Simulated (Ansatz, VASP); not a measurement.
## Pt: VASP beside Ansatz

The input POSCAR:

```
Pt
1.0
    0.0000000000      1.9690000000      1.9690000000
    1.9690000000      0.0000000000      1.9690000000
    1.9690000000      1.9690000000      0.0000000000
Pt
1
Direct
    0.0000000000      0.0000000000      0.0000000000
```

The input INCAR.step1:

```
PREC = Accurate ; ENCUT = 520
ISMEAR = 0 ; SIGMA = 0.1
LREAL = F ; LASPH = T
NELM = 80 ; NBANDS = 11
GGA = PE ; ALGO = Normal
EDIFF = 1E-4 ; LWAVE = T
LCHARG = F
```

File INCAR.step2:

```
PREC = Accurate ; ENCUT = 520
EDIFF = 1E-7 ; ISMEAR = 0
SIGMA = 0.1 ; LREAL = F
LASPH = T ; NELM = 80
ALGO = Normal ; ISIF = 2
LWAVE = F ; LCHARG = F
METAGGA = R2SCAN ; LMIXTAU = T
NBANDS = 11 ; ISTART = 1
```

File KPOINTS:

```
regular mesh
0
Gamma
  12 12 12
```

Input for Ansatz:

```yaml
crystal:
  lattice:
    - [0.0, 1.969, 1.969]
    - [1.969, 0.0, 1.969]
    - [1.969, 1.969, 0.0]
  atoms:
    - { symbol: Pt, position: [0.0, 0.0, 0.0] }
hamiltonian:
  xc: r2scan
  pseudopotentials: { kind: paw }
basis:
  ecutwfc: 500
kpoints:
  mp_grid: { grid: [12, 12, 12] }
scf:
  occupations: { method: gaussian, width: 0.1 }
  lower_state_search: "off"
output:
  forces: true
  stress: true
```

Alike in both runs: task single point; functional r2SCAN; k mesh 12 × 12 × 12; occupations gaussian, width 0.1 eV; no spin polarisation.

```csv
,VASP,Ansatz
version,VASP 6.6.1,Ansatz 0.2.0
potentials or method,"VASP PAW PBE potentials, release 64 (Pt), cutoff 520 eV","PAW, plane waves, scalar-relativistic"
valence electrons in the cell,10,18
```

|  | VASP | Ansatz | Ansatz less VASP |
| --- | --- | --- | --- |
| pressure (GPa) | 1.3 | 0.6 | -0.72 |

VASP's potentials were made for PBE, not for r2SCAN. VASP's potentials hold 10 valence electrons a cell and Ansatz's 18, so a difference there can come from the potentials and not from the codes.

Neither program's run includes spin-orbit coupling.
